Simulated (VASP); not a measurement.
Write the native input for VASP 6.6.1 that does the following.

```
Task                   : single point
Functional             : r2SCAN
Potentials or basis    : VASP PAW PBE potentials, release 64 (Ru_pv)
Cutoff                 : 520 eV
k mesh                 : 11 × 11 × 11
Occupations            : fermi-dirac, width 0.1 eV
Spin                   : no spin polarisation
Dipole correction      : no
Further INCAR settings : ALGO = Normal; EDIFF = 1e-06; NBANDS = 21
```

Ru:

```xyz
2
Lattice="0.0000 2.6329 2.6329 2.6329 0.0000 2.6329 2.6329 2.6329 0.0000" Properties=species:S:1:pos:R:3 pbc="T T T"
Ru    0.6582    0.6582    0.6582
Ru    4.6076    4.6076    4.6076
```

This isn't the form of Ru at room conditions, which is hcp.

The input as run:

POSCAR

```
Ru
1.0
    0.0000000000      2.6329347651      2.6329347651
    2.6329347651      0.0000000000      2.6329347651
    2.6329347651      2.6329347651      0.0000000000
Ru
2
Direct
    0.1250000000      0.1250000000      0.1250000000
    0.8750000000      0.8750000000      0.8750000000
```

INCAR.step1

```
SYSTEM = Ru
ALGO = Normal ; EDIFF = 1E-4
ENCUT = 520 ; GGA = PE
ISMEAR = -1 ; LASPH = .True.
LCHARG = .False. ; LREAL = .False.
LWAVE = .True. ; NBANDS = 21
NELM = 100 ; PREC = Accurate
SIGMA = 0.1
```

INCAR.step2

```
SYSTEM = Ru
ALGO = Normal ; EDIFF = 1E-6
ENCUT = 520 ; ISIF = 2
ISMEAR = -1 ; ISTART = 1
LASPH = .True. ; LCHARG = .True.
LELF = .True. ; LMIXTAU = .True.
LREAL = .False. ; LVHAR = .True.
LWAVE = .False. ; METAGGA = R2SCAN
NBANDS = 21 ; NELM = 100
PREC = Accurate ; SIGMA = 0.1
```

KPOINTS

```
k-points
0
Gamma
  11 11 11
  0 0 0
```

Potentials or basis: VASP PAW PBE potentials, release 64 (Ru_pv).

The run is started by

```bash
$ cat potpaw_PBE.64/Ru_pv/POTCAR > POTCAR
$ cp INCAR.step1 INCAR
$ mpirun -np 1 vasp_std > vasp.out
$ cp INCAR.step2 INCAR
$ mpirun -np 1 vasp_std > vasp.out
```

It gave:

```json
{"Pressure": "19.3 GPa", "Band gap on the k mesh": "zero (bands 14 and 15 overlap by 0.98 eV)"}
```

Caveat: the cell stands under pressure; the PAW data sets were made with another functional, which shifts forces and pressure a little.

It took 86 s on 1 thread of AMD EPYC 9R45 96-Core Processor (Zen 5) (shared host), peak memory 0.15 GiB.
